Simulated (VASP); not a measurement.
# AlGa2Sb3 (P3m1) in VASP: further runs

The runs below take AlGa2Sb3 through single point, with PBE.

All numbers are computed with VASP 6.6.1; they aren't measurements. Logs are shortened: lines on timing, memory, paths and dates and some standing lists are left out, and cuts for length are marked.

### Step 1. The cell of the first run

Symmetry: P3m1, No. 156, trigonal system. Conventional cell: a = 4.397 Å, b = 4.397 Å, c = 10.768 Å, α = 90.00°, β = 90.00°, γ = 120.00°. Within 3.5 Å of Al (site symmetry 3m) lie 4 Sb at 2.69 to 2.70 Å. Ga (site symmetry 3m) has 4 Sb at 2.69 Å within 3.5 Å. Within 3.5 Å of Ga (site symmetry 3m) lie 4 Sb at 2.69 to 2.70 Å. Sb (site symmetry 3m) has 4 Ga at 2.69 Å within 3.5 Å. Within 3.6 Å of Sb (site symmetry 3m) lie 3 Ga at 2.69 Å and 1 Al at 2.70 Å. Within 3.5 Å of Sb (site symmetry 3m) lie 3 Al at 2.69 Å and 1 Ga at 2.70 Å.

### Step 2. Single point, PBE

Input file INCAR:

```
  PREC = Accurate
  ENCUT = 500
  EDIFF = 1E-6
  ISMEAR = 0
  SIGMA = 0.01
  LREAL = False
  LASPH = True
  NELM = 120
  ALGO = Normal
  ISIF = 2
  LWAVE = False
  LCHARG = False
  GGA = PE
  NBANDS = 31
  GGA_COMPAT = False
```

Input file KPOINTS:

```
regular mesh
0
Gamma
  12 12 4
```

Input file POSCAR:

```
AlGa2Sb3
1.0
    4.3969112339      0.0000000000      0.0000000000
   -2.1984556169      3.8078368267      0.0000000000
    0.0000000000      0.0000000000     10.7679483121
Al Ga Sb
1 2 3
Direct
    0.3333333333      0.6666666667      0.4163395234
    0.0000000000      0.0000000000      0.7504716217
    0.6666666667      0.3333333333      0.0829808636
    0.0000000000      0.0000000000     -0.0000054056
    0.3333333333      0.6666666667      0.6669218823
    0.6666666667      0.3333333333      0.3332915145
```

Potentials or basis: VASP PAW PBE potentials, release 64 (Al, Ga_d, Sb).

The run is started by

```
> cat potpaw_PBE.64/Al/POTCAR potpaw_PBE.64/Ga_d/POTCAR potpaw_PBE.64/Sb/POTCAR > POTCAR
> mpirun -np 1 vasp_std > vasp.out
```

OUTCAR:

```text
PREC = Accurate
   ENCUT = 500
   EDIFF = 1E-6
   ISMEAR = 0
   LREAL = False
   LASPH = True
   NELM = 120
   ISIF = 2
   GGA = PE

 ion  position               nearest neighbor table
   1  0.333  0.667  0.416-   6 2.69   6 2.69   6 2.69   5 2.70
   2  0.000  0.000  0.750-   4 2.69   5 2.69   5 2.69   5 2.69
   3  0.667  0.333  0.083-   4 2.69   4 2.69   4 2.69   6 2.70
   4  0.000  0.000  1.000-   2 2.69   3 2.69   3 2.69   3 2.69
   5  0.333  0.667  0.667-   2 2.69   2 2.69   2 2.69   1 2.70
   6  0.667  0.333  0.333-   1 2.69   1 2.69   1 2.69   3 2.70

  LATTYP: Found a hexagonal cell.
 ALAT       =     4.3969112339
 C/A-ratio  =     2.4489801452

  Lattice vectors:

 A1 = (   4.3969112339,   0.0000000000,   0.0000000000)
 A2 = (  -2.1984556169,   3.8078368267,   0.0000000000)
 A3 = (   0.0000000000,   0.0000000000,  10.7679483121)

Analysis of symmetry for initial positions (statically):
=====================================================================
 Subroutine PRICEL returns:
 Original cell was already a primitive cell.

 Routine SETGRP: Setting up the symmetry group for a
 hexagonal supercell.

 Subroutine GETGRP returns: Found  6 space group operations
 (whereof  6 operations were pure point group operations)
 out of a pool of 24 trial point group operations.

The static configuration has the point symmetry C_3v.

Analysis of symmetry for dynamics (positions and initial velocities):
=====================================================================
 Subroutine PRICEL returns:
 Original cell was already a primitive cell.

 Routine SETGRP: Setting up the symmetry group for a
 hexagonal supercell.

 Subroutine GETGRP returns: Found  6 space group operations
 (whereof  6 operations were pure point group operations)
 out of a pool of 24 trial point group operations.

The dynamic configuration has the point symmetry C_3v.

 Subroutine INISYM returns: Found  6 space group operations
 (whereof  6 operations are pure point group operations),
 and found     1 'primitive' translations

----------------------------------------------------------------------------------------

                                     Primitive cell

  volume of cell :     180.2847

  direct lattice vectors                    reciprocal lattice vectors
     4.396911234  0.000000000  0.000000000     0.227432383  0.131308148  0.000000000
    -2.198455617  3.807836827  0.000000000     0.000000000  0.262616295  0.000000000
     0.000000000  0.000000000 10.767948312     0.000000000  0.000000000  0.092868202

  length of vectors
     4.396911234  4.396911234 10.767948312     0.262616295  0.262616295  0.092868202

  position of ions in fractional coordinates (direct lattice)
     0.333333333  0.666666667  0.416339523
     0.000000000  0.000000000  0.750471622
     0.666666667  0.333333333  0.082980864
     0.000000000  0.000000000  0.999994594
     0.333333333  0.666666667  0.666921882
     0.666666667  0.333333333  0.333291514

  ion indices of the primitive-cell ions
   primitive index   ion index
                 1           1
                 2           2
                 3           3
                 4           4
                 5           5
                 6           6

----------------------------------------------------------------------------------------

 KPOINTS: regular mesh

Automatic generation of k-mesh.
 Grid dimensions read from file:
 generate k-points for:   12   12    4

 Generating k-lattice:

  Cartesian coordinates                     Fractional coordinates (reciprocal lattice)
     0.018952699  0.010942346  0.000000000     0.083333333 -0.000000000  0.000000000
     0.000000000  0.021884691  0.000000000     0.000000000  0.083333333  0.000000000
     0.000000000  0.000000000  0.023217051     0.000000000  0.000000000  0.250000000

  Length of vectors
     0.021884691  0.021884691  0.023217051

  Shift w.r.t. Gamma in fractional coordinates (k-lattice)
     0.000000000  0.000000000  0.000000000

 Subroutine IBZKPT returns following result:
 ===========================================

 Found     69 irreducible k-points:

 Following reciprocal coordinates:
            Coordinates               Weight
  0.000000  0.000000  0.000000      1.000000
  0.083333  0.000000  0.000000      6.000000
  0.166667  0.000000  0.000000      6.000000
  0.250000 -0.000000  0.000000      6.000000
  0.333333  0.000000  0.000000      6.000000
  0.416667  0.000000  0.000000      6.000000
[... 16 lines left out ...]
  0.166667  0.000000  0.250000      6.000000
  0.000000  0.166667  0.250000      6.000000
 [... further k-points ...]
   k-points           NKPTS =     69   k-points in BZ     NKDIM =     69   number of bands    NBANDS=     31
   number of dos      NEDOS =    301   number of ions     NIONS =      6
   total plane-waves  NPLWV =  81920
   dimension x,y,z NGX =    32 NGY =   32 NGZ =   80
   dimension x,y,z NGXF=    64 NGYF=   64 NGZF=  160
   ions per type =               1   2   3
   NGX,Y,Z   is equivalent  to a cutoff of  12.10, 12.10, 12.35 a.u.
   NGXF,Y,Z  is equivalent  to a cutoff of  24.20, 24.20, 24.70 a.u.
 SYSTEM =  unknown system
   PREC   = accura    normal or accurate (medium, high low for compatibility)
   ISTART =      0    job   : 0-new  1-cont  2-samecut
   ICHARG =      2    charge: 1-file 2-atom 10-const
   ISPIN  =      1    spin polarized calculation?
   LNONCOLLINEAR =      F non collinear calculations
   LSORBIT =      F    spin-orbit coupling
   LASPH  =      T    aspherical Exc in radial PAW
   ENCUT  =  500.0 eV  36.75 Ry    6.06 a.u.   8.02  8.02 19.63*2*pi/ulx,y,z
   NELM   =    120;   NELMIN=  2; NELMDL= -5     # of ELM steps
   EDIFF  = 0.1E-05   stopping-criterion for ELM
   LREAL  =      F    real-space projection
   EDIFFG = 0.1E-04   stopping-criterion for IOM
   NSW    =      0    number of steps for IOM
   IBRION =     -1    ionic relax: 0-MD 1-quasi-New 2-CG
   NFREE  =      0    steps in history (QN), initial steepest desc. (CG)
   ISIF   =      2    stress and relaxation
   ISYM   =      2    0-nonsym 1-usesym 2-fastsym
   POTIM  = 0.5000    time-step for ionic-motion
   TEBEG  =    0.0;   TEEND  =   0.0 temperature during run
   PSTRESS=    0.0 pullay stress
   NELECT =      44.0000    total number of electrons
   NUPDOWN=      -1.0000    fix difference up-down
   EMIN   =  10.00;   EMAX   =-10.00  energy-range for DOS
   EFERMI =   0.00;   METHOD = LEGACY
   ISMEAR =     0;   SIGMA  =   0.01  broadening in eV -4-tet -1-fermi 0-gaus
   EFERMI_NEDOS =   21; number of points for ismear=-14 and -15
   IALGO  =     38    algorithm
   IMIX   =      4    mixing-type and parameters
     AMIX     =   0.40;   BMIX     =  1.00
     AMIX_MAG =   1.60;   BMIX_MAG =  1.00
  volume/ion in A,a.u.               =      30.05       202.77
  Fermi-wavevector in a.u.,A,eV,Ry     =   1.023072  1.933325 14.240887  1.046676
  Thomas-Fermi vector in A             =   2.156785
   LORBIT       =      0    0 simple, 1 ext, 2 COOP (PROOUT), +10 PAW based schemes
   GGA     = PE    functional components
   LHFCALC =     F    Hartree Fock is set to
   AEXX    =    0.0000 exact exchange contribution
   IVDW    =     0    specifies the selected vdW correction
   LEPSILON=     F    determine dielectric tensor
   LRPA    =     F    only Hartree local field effects (RPA)
 non-spin polarized calculation
 Gauss-broadening in eV      SIGMA  =   0.01
  energy-cutoff  :      500.00
  volume of cell :      180.28
 maximum number of plane-waves:      4608
   NGX = 17   NGY = 17   NGZ = 39

 number of electron      44.0000016 magnetization

 Free energy of the ion-electron system (eV)
  ---------------------------------------------------
  ext. energy  EPLUGINS =         0.00000000
  ---------------------------------------------------
  free energy    TOTEN  =       -22.95022612 eV

  energy without entropy =      -22.95022611  energy(sigma->0) =      -22.95022612

 E-fermi :   4.4394     XC(G=0):  -8.7518

 val. band max:        4.4098748060   @ k =   0.0000   0.0000   0.0000
 cond. band min:       4.4676895479   @ k =   0.0000   0.0000   0.0000
 fundamental gap:      0.0578147419
 Fermi energy:         4.4393508749

 k-point     1 :       0.0000    0.0000    0.0000
  band No.  band energies     occupation
      1     -10.4629      2.00000
      2     -10.4503      2.00000
      3     -10.4435      2.00000
      4     -10.4435      2.00000
      5     -10.4374      2.00000
      6     -10.4374      2.00000
[... 23 lines left out ...]
     30       8.0736      0.00000
     31       8.2534      0.00000

 k-point     2 :       0.0833    0.0000    0.0000
  band No.  band energies     occupation
      1     -10.4636      2.00000
      2     -10.4507      2.00000
      3     -10.4440      2.00000
      4     -10.4428      2.00000
      5     -10.4370      2.00000
      6     -10.4366      2.00000
[... 23 lines left out ...]
     30       8.1393      0.00000
     31       8.2620      0.00000

 k-point     3 :       0.1667    0.0000    0.0000
  band No.  band energies     occupation
      1     -10.4659      2.00000
      2     -10.4520      2.00000
      3     -10.4450      2.00000
      4     -10.4408      2.00000
      5     -10.4354      2.00000
      6     -10.4345      2.00000
[... 23 lines left out ...]
     30       8.4077      0.00000
     31       8.5054      0.00000

 k-point     4 :       0.2500   -0.0000    0.0000
  band No.  band energies     occupation
      1     -10.4696      2.00000
      2     -10.4548      2.00000
      3     -10.4449      2.00000
      4     -10.4383      2.00000
      5     -10.4331      2.00000
      6     -10.4317      2.00000
[... 635 lines left out ...]
     30       7.9580      0.00000
     31       8.1885      0.00000

 k-point    23 :       0.1667    0.0000    0.2500
  band No.  band energies     occupation
      1     -10.4659      2.00000
      2     -10.4520      2.00000
      3     -10.4449      2.00000
      4     -10.4408      2.00000
      5     -10.4354      2.00000
      6     -10.4345      2.00000
[... 23 lines left out ...]
     30       8.5234      0.00000
     31       8.7457      0.00000

 k-point    24 :       0.0000    0.1667    0.2500
  band No.  band energies     occupation
      1     -10.4659      2.00000
      2     -10.4521      2.00000
      3     -10.4449      2.00000
      4     -10.4408      2.00000
      5     -10.4354      2.00000
      6     -10.4345      2.00000
[... 23 lines left out ...]
     30       8.4766      0.00000
     31       8.5020      0.00000

 [... further k-points ...]

------------------------ aborting loop because EDIFF is reached ----------------------------------------

  FORCE on cell =-STRESS in cart. coord.  units (eV):
  Direction    XX          YY          ZZ          XY          YZ          ZX
  --------------------------------------------------------------------------------------
  -------------------------------------------------------------------------------------
  Total        0.1094082      0.1094082      0.1070975      0.0000000      0.0000000     -0.0000000
  in kB        0.9723024      0.9723024      0.9517679      0.0000000      0.0000000     -0.0000000
  external PRESSURE =       0.9654576 kB  Pullay stress =       0.0000000 kB

 VOLUME and BASIS-vectors are now :
 -----------------------------------------------------------------------------
  energy-cutoff  :      500.00
  volume of cell :      180.28
      direct lattice vectors                 reciprocal lattice vectors
     4.396911234  0.000000000  0.000000000     0.227432383  0.131308148  0.000000000
    -2.198455617  3.807836827  0.000000000     0.000000000  0.262616295  0.000000000
     0.000000000  0.000000000 10.767948312     0.000000000  0.000000000  0.092868202

 POSITION                                       TOTAL-FORCE (eV/Angst)
 -----------------------------------------------------------------------------------
     -0.00000      2.53856      4.48312         0.000000     -0.000000      0.002460
      0.00000      0.00000      8.08104        -0.000000      0.000000     -0.000687
      2.19846      1.26928      0.89353        -0.000000      0.000000     -0.002043
      0.00000      0.00000     10.76789         0.000000     -0.000000      0.000351
     -0.00000      2.53856      7.18138        -0.000000      0.000000      0.008953
      2.19846      1.26928      3.58887         0.000000     -0.000000     -0.009033
 -----------------------------------------------------------------------------------
    total drift:                                0.000001     -0.000001     -0.001572

  FREE ENERGIE OF THE ION-ELECTRON SYSTEM (eV)
  ---------------------------------------------------
  free  energy   TOTEN  =       -22.9502261210 eV

  energy  without entropy=      -22.9502261145  energy(sigma->0) =      -22.95022612
```

Wall time 4.1 min (1 thread of Oxide Virtual Turin-like, shared host); peak memory 0.46 GiB.

Results:

| Quantity | Value |
| --- | --- |
| Free energy | -22.9502 eV |
| Pressure | 0.1 GPa |
| Largest force | 0.009 eV/Å |
| Band gap on the k mesh | 0.06 eV |

Forces on the atoms (eV/Å):
```
Al   0.000  0.000  0.002
Ga   0.000  0.000 -0.001
Ga   0.000  0.000 -0.002
Sb   0.000  0.000  0.000
Sb   0.000  0.000  0.009
Sb   0.000  0.000 -0.009
```

Levels at points of the mesh, in eV from the valence-band top:
```
           k point  band 19  band 20  band 21  band 22  band 23  band 24  band 25  band 26
(0.00, 0.00, 0.00)    -0.78    -0.03     0.00     0.00     0.06     0.59     1.22     2.87
(0.50, 0.00, 0.00)    -2.31    -2.26    -1.47    -1.41     1.08     1.29     1.70     1.93
(0.00, 0.00, 0.50)    -0.43    -0.43    -0.27    -0.27     0.51     0.94     1.54     3.30
(0.50, 0.00, 0.50)    -2.08    -2.05    -1.02    -1.02     0.57     1.39     1.50     2.71
```

Caveat: semilocal functionals underestimate gaps, and a narrow one can read as zero; spin-orbit coupling is left out, which moves the levels of the heavy elements.

### Step 3. Single point, PBE

Input file INCAR:

```
SYSTEM = AlGa2Sb3
PREC     = Accurate       ! precision mode
ENCUT    = 500            ! plane-wave cutoff, eV
EDIFF    = 1E-6           ! SCF threshold, eV
ISMEAR   = 0              ! smearing method
SIGMA    = 0.01           ! smearing width, eV
LREAL    = .False.        ! projectors in reciprocal space
LASPH    = .True.         ! aspherical terms in the spheres
NELM     = 120            ! most SCF steps
ALGO     = Normal         ! electronic algorithm
ISIF     = 2              ! what is computed and relaxed
LWAVE    = .False.        ! write WAVECAR
LCHARG   = .True.         ! write CHGCAR
GGA      = PE             ! functional
LELF     = .True.         ! ELF
LVHAR    = .True.       
NBANDS   = 31             ! bands
GGA_COMPAT= .False.
```

Input file KPOINTS:

```
regular mesh
0
Gamma
  12 12 4
  0 0 0
```

Input file POSCAR:

```
AlGa2Sb3
1.0
    4.3973969260      0.0000000000      0.0000000000
   -2.1986984630      3.8082574485      0.0000000000
    0.0000000000      0.0000000000     10.7670820137
Al Ga Sb
1 2 3
Direct
    0.3333333333      0.6666666667      0.4163302894
    0.0000000000      0.0000000000      0.7504282770
    0.6666666667      0.3333333333      0.0829757519
    0.0000000000      0.0000000000     -0.0000118289
    0.3333333333      0.6666666667      0.6669497631
    0.6666666667      0.3333333333      0.3333277474
```

Potentials or basis: VASP PAW PBE potentials, release 64 (Al, Ga_d, Sb).

The run is started by

```
> cat potpaw_PBE.64/Al/POTCAR potpaw_PBE.64/Ga_d/POTCAR potpaw_PBE.64/Sb/POTCAR > POTCAR
> mpirun -np 1 vasp_std > vasp.out
```

OUTCAR:

```text
SYSTEM = AlGa2Sb3
   PREC = Accurate
   ENCUT = 500
   EDIFF = 1E-6
   ISMEAR = 0
   LREAL = .False.
   LASPH = .True.
   NELM = 120
   ISIF = 2
   GGA = PE

 ion  position               nearest neighbor table
   1  0.333  0.667  0.416-   6 2.69   6 2.69   6 2.69   5 2.70
   2  0.000  0.000  0.750-   4 2.69   5 2.69   5 2.69   5 2.69
   3  0.667  0.333  0.083-   4 2.69   4 2.69   4 2.69   6 2.70
   4  0.000  0.000  1.000-   2 2.69   3 2.69   3 2.69   3 2.69
   5  0.333  0.667  0.667-   2 2.69   2 2.69   2 2.69   1 2.70
   6  0.667  0.333  0.333-   1 2.69   1 2.69   1 2.69   3 2.70

  LATTYP: Found a hexagonal cell.
 ALAT       =     4.3973969260
 C/A-ratio  =     2.4485126530

  Lattice vectors:

 A1 = (   4.3973969260,   0.0000000000,   0.0000000000)
 A2 = (  -2.1986984630,   3.8082574485,   0.0000000000)
 A3 = (   0.0000000000,   0.0000000000,  10.7670820137)

Analysis of symmetry for initial positions (statically):
=====================================================================
 Subroutine PRICEL returns:
 Original cell was already a primitive cell.

[... 180 lines left out ...]
 cond. band min:       4.4655519860   @ k =   0.0000   0.0000   0.0000
 fundamental gap:      0.0577498942
 Fermi energy:         4.4372459950

 k-point     1 :       0.0000    0.0000    0.0000
  band No.  band energies     occupation
      1     -10.4638      2.00000
      2     -10.4515      2.00000
      3     -10.4443      2.00000
      4     -10.4443      2.00000
      5     -10.4388      2.00000
      6     -10.4388      2.00000
[... 805 lines left out ...]
     30       8.4749      0.00000
     31       8.5004      0.00000

 [... further k-points ...]

------------------------ aborting loop because EDIFF is reached ----------------------------------------

  FORCE on cell =-STRESS in cart. coord.  units (eV):
  Direction    XX          YY          ZZ          XY          YZ          ZX
  --------------------------------------------------------------------------------------
  -------------------------------------------------------------------------------------
  Total        0.1001710      0.1001710      0.1061986     -0.0000000     -0.0000000      0.0000000
  in kB        0.8900877      0.8900877      0.9436470     -0.0000000     -0.0000000      0.0000000
  external PRESSURE =       0.9079408 kB  Pullay stress =       0.0000000 kB

 VOLUME and BASIS-vectors are now :
 -----------------------------------------------------------------------------
  energy-cutoff  :      500.00
  volume of cell :      180.31
      direct lattice vectors                 reciprocal lattice vectors
     4.397396926  0.000000000  0.000000000     0.227407263  0.131293645  0.000000000
    -2.198698463  3.808257449  0.000000000     0.000000000  0.262587289  0.000000000
     0.000000000  0.000000000 10.767082014     0.000000000  0.000000000  0.092875674

 POSITION                                       TOTAL-FORCE (eV/Angst)
 -----------------------------------------------------------------------------------
     -0.00000      2.53884      4.48266        -0.000000      0.000000      0.004124
      0.00000      0.00000      8.07992         0.000000     -0.000000      0.002364
      2.19870      1.26942      0.89341         0.000000      0.000000     -0.001957
      0.00000      0.00000     10.76695         0.000000     -0.000000      0.000649
     -0.00000      2.53884      7.18110        -0.000000      0.000000      0.005869
      2.19870      1.26942      3.58897        -0.000000      0.000000     -0.011051
 -----------------------------------------------------------------------------------
    total drift:                                0.000001     -0.000001     -0.001451

  FREE ENERGIE OF THE ION-ELECTRON SYSTEM (eV)
  ---------------------------------------------------
  free  energy   TOTEN  =       -22.9502394693 eV

  energy  without entropy=      -22.9502394627  energy(sigma->0) =      -22.95023947
```

It took 3.6 min on 1 thread of Oxide Virtual Turin-like, shared host; peak memory 0.46 GiB.

Results:

* Free energy: -22.9502 eV
* Pressure: 0.1 GPa
* Largest force: 0.011 eV/Å
* Band gap on the k mesh: 0.06 eV

Forces on the atoms (eV/Å):
```
Al   0.000  0.000  0.004
Ga   0.000  0.000  0.002
Ga   0.000  0.000 -0.002
Sb   0.000  0.000  0.001
Sb   0.000  0.000  0.006
Sb   0.000  0.000 -0.011
```

Caveat: semilocal functionals underestimate gaps, and a narrow one can read as zero; spin-orbit coupling is left out, which moves the levels of the heavy elements.
